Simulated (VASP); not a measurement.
# TmP2 (Fd-3m) in VASP: notebook

The runs below take TmP2 through single point, relaxation of cell and atoms, with PBE.

All numbers are computed with VASP 6.6.1; they aren't measurements. Logs are shortened: lines on timing, memory, paths and dates and some standing lists are left out, and cuts for length are marked.

## Step 1: The cell of the first run

The structure is cubic, space group Fd-3m (No. 227). The conventional cell has a = 7.525 Å, b = 7.525 Å, c = 7.525 Å, α = 90.00°, β = 90.00°, γ = 90.00°. Tm (site symmetry -43m) has 12 P at 3.12 Å and 4 Tm at 3.26 Å within 4.1 Å. P (site symmetry -3m) has 6 P at 2.66 Å and 6 Tm at 3.12 Å within 3.5 Å.

The cell was generated, and may not be a known phase.

## Step 2: Single point, PBE

File INCAR:

```
PREC = Accurate
ENCUT = 500
EDIFF = 1E-6
ISMEAR = 0
SIGMA = 0.1
LREAL = False
LASPH = True
NELM = 200
ALGO = Normal
ISIF = 2
LWAVE = False
LCHARG = False
GGA = PE
NBANDS = 28
GGA_COMPAT = False
LMAXMIX = 6
```

File KPOINTS:

```
regular mesh
0
Gamma
  10 10 10
```

File POSCAR:

```
TmP2
1.0
    0.0000000000      3.7624221226      3.7624221226
    3.7624221226      0.0000000000      3.7624221226
    3.7624221226      3.7624221226      0.0000000000
Tm P
2 4
Direct
    0.0000000000      0.0000000000      0.0000000000
    0.2500000000      0.2500000000      0.2500000000
    0.1250000000      0.6250000000      0.6250000000
    0.6250000000      0.6250000000      0.6250000000
    0.6250000000      0.6250000000      0.1250000000
    0.6250000000      0.1250000000      0.6250000000
```

Potentials or basis: VASP PAW PBE potentials, release 64 (Tm_3, P), 4f in core.

Started as:

```bash
$ cat potpaw_PBE.64/Tm_3/POTCAR potpaw_PBE.64/P/POTCAR > POTCAR
$ mpirun -np 1 vasp_std > vasp.out
```

OUTCAR:

```text
PREC = Accurate
   ENCUT = 500
   EDIFF = 1E-6
   ISMEAR = 0
   LREAL = False
   LASPH = True
   NELM = 200
   ISIF = 2
   GGA = PE

 ion  position               nearest neighbor table
   1  0.000  0.000  0.000-   4 3.12   5 3.12   6 3.12   3 3.12   4 3.12   5 3.12   3 3.12   4 3.12
                             6 3.12   3 3.12   5 3.12   6 3.12   2 3.26   2 3.26   2 3.26   2 3.26
   2  0.250  0.250  0.250-   3 3.12   5 3.12   6 3.12   3 3.12   4 3.12   6 3.12   3 3.12   4 3.12
                             5 3.12   4 3.12   5 3.12   6 3.12   1 3.26   1 3.26   1 3.26   1 3.26
   3  0.125  0.625  0.625-   4 2.66   5 2.66   6 2.66   4 2.66   5 2.66   6 2.66   2 3.12   1 3.12
                             1 3.12   2 3.12   2 3.12   1 3.12
   4  0.625  0.625  0.625-   3 2.66   5 2.66   6 2.66   5 2.66   6 2.66   3 2.66   1 3.12   2 3.12
                             1 3.12   2 3.12   1 3.12   2 3.12
   5  0.625  0.625  0.125-   4 2.66   3 2.66   4 2.66   6 2.66   6 2.66   3 2.66   1 3.12   2 3.12
                             1 3.12   2 3.12   1 3.12   2 3.12
   6  0.625  0.125  0.625-   4 2.66   5 2.66   3 2.66   4 2.66   5 2.66   3 2.66   2 3.12   1 3.12
                             2 3.12   2 3.12   1 3.12   1 3.12

  LATTYP: Found a face centered cubic cell.
 ALAT       =     7.5248442452

  Lattice vectors:

 A1 = (   0.0000000000,   3.7624221226,   3.7624221226)
 A2 = (   3.7624221226,   0.0000000000,   3.7624221226)
 A3 = (   3.7624221226,   3.7624221226,   0.0000000000)

Analysis of symmetry for initial positions (statically):
=====================================================================
 Subroutine PRICEL returns:
 Original cell was already a primitive cell.

 Routine SETGRP: Setting up the symmetry group for a
 face centered cubic supercell.

 Subroutine GETGRP returns: Found 48 space group operations
 (whereof 24 operations were pure point group operations)
 out of a pool of 48 trial point group operations.

The static configuration has the point symmetry T_d .
 The point group associated with its full space group is O_h .

Analysis of symmetry for dynamics (positions and initial velocities):
=====================================================================
 Subroutine PRICEL returns:
 Original cell was already a primitive cell.

 Routine SETGRP: Setting up the symmetry group for a
 face centered cubic supercell.

 Subroutine GETGRP returns: Found 48 space group operations
 (whereof 24 operations were pure point group operations)
 out of a pool of 48 trial point group operations.

The dynamic configuration has the point symmetry T_d .
 The point group associated with its full space group is O_h .

 Subroutine INISYM returns: Found 48 space group operations
 (whereof 24 operations are pure point group operations),
 and found     1 'primitive' translations

----------------------------------------------------------------------------------------

                                     Primitive cell

  volume of cell :     106.5203

  direct lattice vectors                    reciprocal lattice vectors
     0.000000000  3.762422123  3.762422123    -0.132893116  0.132893116  0.132893116
     3.762422123  0.000000000  3.762422123     0.132893116 -0.132893116  0.132893116
     3.762422123  3.762422123  0.000000000     0.132893116  0.132893116 -0.132893116

  length of vectors
     5.320868393  5.320868393  5.320868393     0.230177629  0.230177629  0.230177629

  position of ions in fractional coordinates (direct lattice)
     0.000000000  0.000000000  0.000000000
     0.250000000  0.250000000  0.250000000
     0.125000000  0.625000000  0.625000000
     0.625000000  0.625000000  0.625000000
     0.625000000  0.625000000  0.125000000
     0.625000000  0.125000000  0.625000000

  ion indices of the primitive-cell ions
   primitive index   ion index
                 1           1
                 2           2
                 3           3
                 4           4
                 5           5
                 6           6

----------------------------------------------------------------------------------------

 KPOINTS: regular mesh

Automatic generation of k-mesh.
 Grid dimensions read from file:
 generate k-points for:   10   10   10

 Generating k-lattice:

  Cartesian coordinates                     Fractional coordinates (reciprocal lattice)
    -0.013289312  0.013289312  0.013289312     0.100000000  0.000000000  0.000000000
     0.013289312 -0.013289312  0.013289312     0.000000000  0.100000000  0.000000000
     0.013289312  0.013289312 -0.013289312     0.000000000  0.000000000  0.100000000

  Length of vectors
     0.023017763  0.023017763  0.023017763

  Shift w.r.t. Gamma in fractional coordinates (k-lattice)
     0.000000000  0.000000000  0.000000000

 Subroutine IBZKPT returns following result:
 ===========================================

 Found     47 irreducible k-points:

 Following reciprocal coordinates:
            Coordinates               Weight
  0.000000  0.000000  0.000000      1.000000
  0.100000  0.000000  0.000000      8.000000
  0.200000  0.000000  0.000000      8.000000
  0.300000  0.000000  0.000000      8.000000
  0.400000  0.000000  0.000000      8.000000
  0.500000  0.000000  0.000000      4.000000
[... 16 lines left out ...]
  0.300000  0.300000  0.000000      6.000000
  0.400000  0.300000  0.000000     24.000000
 [... further k-points ...]
   k-points           NKPTS =     47   k-points in BZ     NKDIM =     47   number of bands    NBANDS=     28
   number of dos      NEDOS =    301   number of ions     NIONS =      6
   total plane-waves  NPLWV =  64000
   dimension x,y,z NGX =    40 NGY =   40 NGZ =   40
   dimension x,y,z NGXF=    80 NGYF=   80 NGZF=   80
   ions per type =               2   4
   NGX,Y,Z   is equivalent  to a cutoff of  12.50, 12.50, 12.50 a.u.
   NGXF,Y,Z  is equivalent  to a cutoff of  25.00, 25.00, 25.00 a.u.
 SYSTEM =  unknown system
   PREC   = accura    normal or accurate (medium, high low for compatibility)
   ISTART =      0    job   : 0-new  1-cont  2-samecut
   ICHARG =      2    charge: 1-file 2-atom 10-const
   ISPIN  =      1    spin polarized calculation?
   LNONCOLLINEAR =      F non collinear calculations
   LSORBIT =      F    spin-orbit coupling
   LASPH  =      T    aspherical Exc in radial PAW
   ENCUT  =  500.0 eV  36.75 Ry    6.06 a.u.   9.70  9.70  9.70*2*pi/ulx,y,z
   NELM   =    200;   NELMIN=  2; NELMDL= -5     # of ELM steps
   EDIFF  = 0.1E-05   stopping-criterion for ELM
   LREAL  =      F    real-space projection
   EDIFFG = 0.1E-04   stopping-criterion for IOM
   NSW    =      0    number of steps for IOM
   IBRION =     -1    ionic relax: 0-MD 1-quasi-New 2-CG
   NFREE  =      0    steps in history (QN), initial steepest desc. (CG)
   ISIF   =      2    stress and relaxation
   ISYM   =      2    0-nonsym 1-usesym 2-fastsym
   POTIM  = 0.5000    time-step for ionic-motion
   TEBEG  =    0.0;   TEEND  =   0.0 temperature during run
   PSTRESS=    0.0 pullay stress
   NELECT =      38.0000    total number of electrons
   NUPDOWN=      -1.0000    fix difference up-down
   EMIN   =  10.00;   EMAX   =-10.00  energy-range for DOS
   EFERMI =   0.00;   METHOD = LEGACY
   ISMEAR =     0;   SIGMA  =   0.10  broadening in eV -4-tet -1-fermi 0-gaus
   EFERMI_NEDOS =   21; number of points for ismear=-14 and -15
   IALGO  =     38    algorithm
   IMIX   =      4    mixing-type and parameters
     AMIX     =   0.40;   BMIX     =  1.00
     AMIX_MAG =   1.60;   BMIX_MAG =  1.00
  volume/ion in A,a.u.               =      17.75       119.81
  Fermi-wavevector in a.u.,A,eV,Ry     =   1.161070  2.194105 18.341799  1.348084
  Thomas-Fermi vector in A             =   2.297646
   LORBIT       =      0    0 simple, 1 ext, 2 COOP (PROOUT), +10 PAW based schemes
   GGA     = PE    functional components
   LHFCALC =     F    Hartree Fock is set to
   AEXX    =    0.0000 exact exchange contribution
   IVDW    =     0    specifies the selected vdW correction
   LEPSILON=     F    determine dielectric tensor
   LRPA    =     F    only Hartree local field effects (RPA)
 non-spin polarized calculation
 Gauss-broadening in eV      SIGMA  =   0.10
  energy-cutoff  :      500.00
  volume of cell :      106.52
 maximum number of plane-waves:      2733
   NGX = 19   NGY = 19   NGZ = 19

 number of electron      38.0000004 magnetization

 Free energy of the ion-electron system (eV)
  ---------------------------------------------------
  ext. energy  EPLUGINS =         0.00000000
  ---------------------------------------------------
  free energy    TOTEN  =       -31.73890172 eV

  energy without entropy =      -31.71260196  energy(sigma->0) =      -31.72575184

 E-fermi :   7.6264     XC(G=0): -11.1448

 val. band max:        7.6255710479   @ k =   0.4000   0.3000   0.0000
 cond. band min:       7.6270308634   @ k =   0.3000   0.2000   0.0000
 fundamental gap:      0.0014598155
 Fermi energy:         7.6263755519

 k-point     1 :       0.0000    0.0000    0.0000
  band No.  band energies     occupation
      1     -18.4545      2.00000
      2     -18.4545      2.00000
      3     -18.4545      2.00000
      4     -18.1698      2.00000
      5     -18.1698      2.00000
      6     -18.1698      2.00000
[... 20 lines left out ...]
     27      11.3463      0.00000
     28      11.3467      0.00000

 k-point     2 :       0.1000    0.0000    0.0000
  band No.  band energies     occupation
      1     -18.4585      2.00000
      2     -18.4585      2.00000
      3     -18.4556      2.00000
      4     -18.1709      2.00000
      5     -18.1658      2.00000
      6     -18.1658      2.00000
[... 20 lines left out ...]
     27      11.7939      0.00000
     28      11.8278      0.00000

 k-point     3 :       0.2000    0.0000    0.0000
  band No.  band energies     occupation
      1     -18.4684      2.00000
      2     -18.4684      2.00000
      3     -18.4591      2.00000
      4     -18.1730      2.00000
      5     -18.1560      2.00000
      6     -18.1560      2.00000
[... 20 lines left out ...]
     27      11.5461      0.00000
     28      11.5462      0.00000

 k-point     4 :       0.3000    0.0000    0.0000
  band No.  band energies     occupation
      1     -18.4798      2.00000
      2     -18.4798      2.00000
      3     -18.4648      2.00000
      4     -18.1742      2.00000
      5     -18.1448      2.00000
      6     -18.1448      2.00000
[... 20 lines left out ...]
     27      11.0462      0.00000
     28      11.0524      0.00000

 k-point     5 :       0.4000    0.0000    0.0000
  band No.  band energies     occupation
      1     -18.4885      2.00000
      2     -18.4885      2.00000
      3     -18.4705      2.00000
      4     -18.1740      2.00000
      5     -18.1362      2.00000
      6     -18.1362      2.00000
[... 20 lines left out ...]
     27      11.0616      0.00000
     28      11.0699      0.00000

 k-point     6 :       0.5000    0.0000    0.0000
  band No.  band energies     occupation
      1     -18.4917      2.00000
      2     -18.4917      2.00000
      3     -18.4729      2.00000
      4     -18.1736      2.00000
      5     -18.1330      2.00000
      6     -18.1330      2.00000
[... 463 lines left out ...]
      5     -18.1328      2.00000
      6     -18.1086      2.00000
[... 20 lines left out ...]
     27      10.8223      0.00000
     28      11.5615      0.00000

 k-point    22 :      -0.2000    0.2000    0.0000
  band No.  band energies     occupation
      1     -18.5106      2.00000
      2     -18.4802      2.00000
      3     -18.4350      2.00000
      4     -18.1999      2.00000
      5     -18.1442      2.00000
      6     -18.1208      2.00000
[... 20 lines left out ...]
     27      10.9327      0.00000
     28      11.4510      0.00000

 k-point    23 :       0.3000    0.3000    0.0000
  band No.  band energies     occupation
      1     -18.5079      2.00000
      2     -18.5079      2.00000
      3     -18.4014      2.00000
      4     -18.2390      2.00000
      5     -18.1184      2.00000
      6     -18.1184      2.00000
[... 20 lines left out ...]
     27      11.4318      0.00000
     28      12.2134      0.00000

 k-point    24 :       0.4000    0.3000    0.0000
  band No.  band energies     occupation
      1     -18.5203      2.00000
      2     -18.5163      2.00000
      3     -18.3858      2.00000
      4     -18.2565      2.00000
      5     -18.1104      2.00000
      6     -18.1082      2.00000
[... 20 lines left out ...]
     27      11.3069      0.00000
     28      11.8250      0.00000

 [... further k-points ...]
[... 5 lines left out ...]
  --------------------------------------------------------------------------------------
  -------------------------------------------------------------------------------------
  Total       -0.0272730     -0.0272730     -0.0272730     -0.0000000     -0.0000000      0.0000000
  in kB       -0.4102146     -0.4102146     -0.4102146     -0.0000000     -0.0000000      0.0000000
  external PRESSURE =      -0.4102146 kB  Pullay stress =       0.0000000 kB

 VOLUME and BASIS-vectors are now :
 -----------------------------------------------------------------------------
  energy-cutoff  :      500.00
  volume of cell :      106.52
      direct lattice vectors                 reciprocal lattice vectors
     0.000000000  3.762422123  3.762422123    -0.132893116  0.132893116  0.132893116
     3.762422123  0.000000000  3.762422123     0.132893116 -0.132893116  0.132893116
     3.762422123  3.762422123  0.000000000     0.132893116  0.132893116 -0.132893116

 POSITION                                       TOTAL-FORCE (eV/Angst)
 -----------------------------------------------------------------------------------
      0.00000      0.00000      0.00000        -0.000000     -0.000000     -0.000000
      1.88121      1.88121      1.88121         0.000000      0.000000      0.000000
      4.70303      2.82182      2.82182         0.000000      0.000000      0.000000
      4.70303      4.70303      4.70303         0.000000      0.000000     -0.000000
      2.82182      2.82182      4.70303         0.000000      0.000000     -0.000000
      2.82182      4.70303      2.82182         0.000000      0.000000      0.000000
 -----------------------------------------------------------------------------------
    total drift:                               -0.000000     -0.000000      0.000000

  FREE ENERGIE OF THE ION-ELECTRON SYSTEM (eV)
  ---------------------------------------------------
  free  energy   TOTEN  =       -31.7389017204 eV

  energy  without entropy=      -31.7126019562  energy(sigma->0) =      -31.72575184
```

It took 89 s on 1 thread of Intel Xeon Platinum 8559C (Emerald Rapids), shared host; peak memory 0.29 GiB.

What came out:

```yaml
Free_energy: -31.7389 eV
Pressure: 0.0 GPa
Band_gap_on_the_k_mesh: zero (bands 19 and 20 overlap by 2.86 eV)
```

Levels at points of the mesh, in eV from the Fermi level:
```tsv
k point	band 15	band 16	band 17	band 18	band 19	band 20	band 21	band 22	band 23	band 24
(0.00, 0.00, 0.00)	-5.03	-5.03	-1.57	1.12	1.12	1.12	2.98	2.98	2.98	3.44
(0.50, 0.00, 0.00)	-2.62	-2.22	-2.22	-1.79	-1.72	-1.31	1.69	1.69	1.86	2.35
(0.50, 0.50, 0.00)	-2.28	-2.28	-2.25	-2.25	-1.74	-1.74	0.36	0.36	2.68	2.68
```

Caveat: spin-orbit coupling is left out, which moves the levels of the heavy elements; the 4f electrons are frozen in the core, so they carry no moment and show no levels. Spin polarisation is off, so any magnetic state and its effect on volume and gap are missing.

(Part 1 of 2 ends here.)
